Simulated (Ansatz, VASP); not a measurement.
**Cu: VASP beside Ansatz**

```xyz
1
Lattice="0.0000 1.7894 1.8075 1.7894 0.0000 1.8075 1.7894 1.7894 0.0000" Properties=species:S:1:pos:R:3 pbc="T T T"
Cu    0.0000    0.0000    0.0000
```

Change from the starting cell: equal xx and yy strain of -1 %.

Alike in both runs: task single point; functional PBE; k mesh 19 × 19 × 19; occupations fermi-dirac, width 0.08 eV; no spin polarisation.

```csv
,VASP,Ansatz
version,VASP 6.6.1,Ansatz 0.2.0
potentials or method,"VASP PAW PBE potentials, release 64 (Cu), cutoff 520 eV","all-electron LAPW, scalar-relativistic"
```

Ansatz gave:

| Quantity | Value |
| --- | --- |
| pressure (GPa) | 4.9 |
| traceless stress, the component that is largest in VASP (GPa) | -0.36 |

Which values does VASP return?

Pressure (GPa): 5.4; traceless stress, the component that is largest in VASP (GPa): -0.34.

Ansatz ran all-electron here, and VASP with PAW potentials.
